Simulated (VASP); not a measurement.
A run of VASP 6.6.1 is set up as follows.

File INCAR:

```
SYSTEM = CdS
PREC = Accurate
ENCUT = 520
EDIFF = 1E-6
ISMEAR = 0
SIGMA = 0.01
LREAL = .FALSE.
LASPH = .TRUE.
NELM = 80
ALGO = Normal
ISIF = 2
LWAVE = .FALSE.
LCHARG = .TRUE.
LELF = .TRUE.
LVHAR = .TRUE.
NBANDS = 26
```

The input KPOINTS:

```
Automatic mesh
0
G
  6 6 2
  0 0 0
```

Contents of POSCAR:

```
CdS
1.0
    4.1500000000      0.0000000000      0.0000000000
   -2.0750000000      3.5940100000      0.0000000000
    0.0000000000      0.0000000000      6.7370000000
Cd S
2 2
Direct
    0.3339800000      0.6722300000      0.9961400000
    0.6473900000      0.3066000000      0.4931500000
    0.3239900000      0.6518600000      0.3733800000
    0.6562400000      0.3279800000      0.8838150557
```

Potentials or basis: VASP PAW LDA potentials, release 64 (Cd, S).

Command:

```sh
$ cat potpaw_LDA.64/Cd/POTCAR potpaw_LDA.64/S/POTCAR > POTCAR
$ mpirun -np 1 vasp_std > vasp.out
```

(1) What does it give for the band gap on the k mesh?

(2) Predict the largest force.

(3) Predict the pressure.

Results:

(1) 0.94 eV, direct.

(2) 0.546 eV/Å.

(3) -2.5 GPa.

Caveat: the k points lie up to 0.47 Å⁻¹ apart.
